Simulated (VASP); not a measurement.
A run of VASP 6.6.1 is set up as follows.

INCAR

```
SYSTEM = Ca3H2Pt
ALGO = Normal ; EDIFF = 1E-7
ENCUT = 520 ; GGA = PE
ISIF = 2 ; ISMEAR = 0
LASPH = .True. ; LCHARG = .False.
LREAL = .False. ; LWAVE = .False.
NBANDS = 54 ; NELM = 60
PREC = Accurate ; SIGMA = 0.1
```

The input KPOINTS:

```
k-points
0
Gamma
  6 6 2
  0 0 0
```

Contents of POSCAR:

```
Ca3H2Pt
1.0
    7.3418328574      0.0000000038      0.0000000000
   -3.6709164320      6.3582137630      0.0000000000
    0.0000000000      0.0000000000      7.2341303964
Ca H Pt
6 4 2
Direct
    0.1732390901      0.3464781802      0.7500000000
    0.6535218198      0.8267609099      0.7500000000
    0.1732390901      0.8267609099      0.7500000000
    0.8267609099      0.6535218198      0.2500000000
    0.3464781802      0.1732390901      0.2500000000
    0.8267609099      0.1732390901      0.2500000000
    0.6666666667      0.3333333333      1.0876237298
    0.3333333333      0.6666666667     -0.0876237298
    0.3333333333      0.6666666667      0.5876237298
    0.6666666667      0.3333333333      0.4123762702
    0.0000000000      0.0000000000      0.0000000000
    0.0000000000      0.0000000000      0.5000000000
```

Potentials or basis: VASP PAW PBE potentials, release 64 (Ca_sv, H, Pt).

Command:

```bash
$ cat potpaw_PBE.64/Ca_sv/POTCAR potpaw_PBE.64/H/POTCAR potpaw_PBE.64/Pt/POTCAR > POTCAR
$ mpirun -np 1 vasp_std > vasp.out
```

(1) Estimate the largest force.

(2) Predict the pressure.

(3) Predict the band gap on the k mesh.

## Answers

(1) 0.026 eV/Å.

(2) 0.0 GPa.

(3) zero (band 42 reaches 2.06 eV, above the bottom of band 43 at 1.48 eV).

Caveat: the k points lie up to 0.43 Å⁻¹ apart; spin-orbit coupling is left out, which moves the levels of the heavy elements.
